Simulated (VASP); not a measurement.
# AlAs: single point with PBEsol

The system is AlAs.

```
Al As
1.0
     0.00000    2.83731    2.83731
     2.83731    0.00000    2.83731
     2.83731    2.83731    0.00000
Al As
1 1
Direct
  0.00000 0.00000 0.00000
  0.25000 0.25000 0.25000
```

```
Program             : VASP 6.6.1
Task                : single point
Functional          : PBEsol
Potentials or basis : VASP PAW PBE potentials, release 64 (Al, As)
Cutoff              : 500 eV
k mesh              : 8 × 8 × 8
Occupations         : gaussian, width 0.02 eV
Spin                : no spin polarisation
```

The pressure is 0.3 GPa. The band gap on the k mesh is 1.33 eV (least direct gap 1.92 eV).

Levels at points of the mesh, in eV from the valence-band top:
| k point | band 1 | band 2 | band 3 | band 4 | band 5 | band 6 | band 7 | band 8 | band 9 |
| --- | --- | --- | --- | --- | --- | --- | --- | --- | --- |
| (0.00, 0.00, 0.00) | -11.85 | 0.00 | 0.00 | 0.00 | 1.92 | 4.25 | 4.25 | 4.25 | 8.67 |
| (0.50, 0.00, 0.00) | -10.44 | -5.57 | -0.82 | -0.82 | 2.05 | 4.63 | 4.63 | 7.56 | 11.00 |
| (0.50, 0.50, 0.00) | -9.89 | -5.42 | -2.17 | -2.17 | 1.33 | 2.22 | 10.23 | 10.23 | 11.59 |

Wall time 7.2 s on 1 thread of Intel(R) Xeon(R) 6975P-C (Granite Rapids) (shared host), peak memory 0.17 GiB.

Caveat: the PAW data sets were made with another functional, which shifts forces and pressure a little. A k mesh can miss the band edges.
